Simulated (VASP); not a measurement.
Here is a VASP 6.6.1 calculation.

File INCAR:

```
PREC = Accurate ; ENCUT = 500
EDIFF = 1E-7 ; ISMEAR = 0
SIGMA = 0.2 ; LREAL = F
LASPH = T ; NELM = 200
ALGO = Normal ; ISIF = 3
LWAVE = F ; LCHARG = F
GGA = PE ; IBRION = 2
NSW = 36 ; EDIFFG = -0.08
GGA_COMPAT = F ; NELMIN = 4
LMAXMIX = 6
```

File KPOINTS:

```
regular mesh
0
Gamma
  7 7 4
```

The input POSCAR:

```
NdHf
1.0
    3.3922022800      0.0000000000      0.0000000000
   -1.6961011400      2.9377333500      0.0000000000
    0.0000000000      0.0000000000      5.0864664800
Nd Hf
1 1
Direct
    0.0000000000      0.0000000000      0.5000000000
    0.6666666700      0.3333333300      0.0000000000
```

Potentials or basis: VASP PAW PBE potentials, release 64 (Nd_3, Hf_pv), 4f in core.

Launch:

```sh
$ cat potpaw_PBE.64/Nd_3/POTCAR potpaw_PBE.64/Hf_pv/POTCAR > POTCAR
$ mpirun -np 1 vasp_std > vasp.out
```

Problem. What does it give for the band gap on the k mesh?

Solution. Zero (an odd number of electrons rules out a gap without spin polarisation).

Problem. Estimate the relaxed cell.

Solution. a = 3.382 Å, b = 3.382 Å, c = 5.572 Å, α = 90.00°, β = 90.00°, γ = 120.00°.

Step by step:
```
step  energy change (eV)  largest force (eV/Å)  pressure (GPa)  volume (Å³)
   1              0.0000                0.0000            6.98        50.69
   2             -0.1388                0.0000           -3.38        59.14
   3             -0.1645                0.0000           -0.89        56.52
   4             -0.1828                0.0000           -0.32        55.71
   5             -0.1861                0.0000            0.08        55.20
```

Caveat: spin-orbit coupling is left out, which moves the levels of the heavy elements; the 4f electrons are frozen in the core, so they carry no moment and show no levels. Spin polarisation is off, so any magnetic state and its effect on volume and gap are missing.
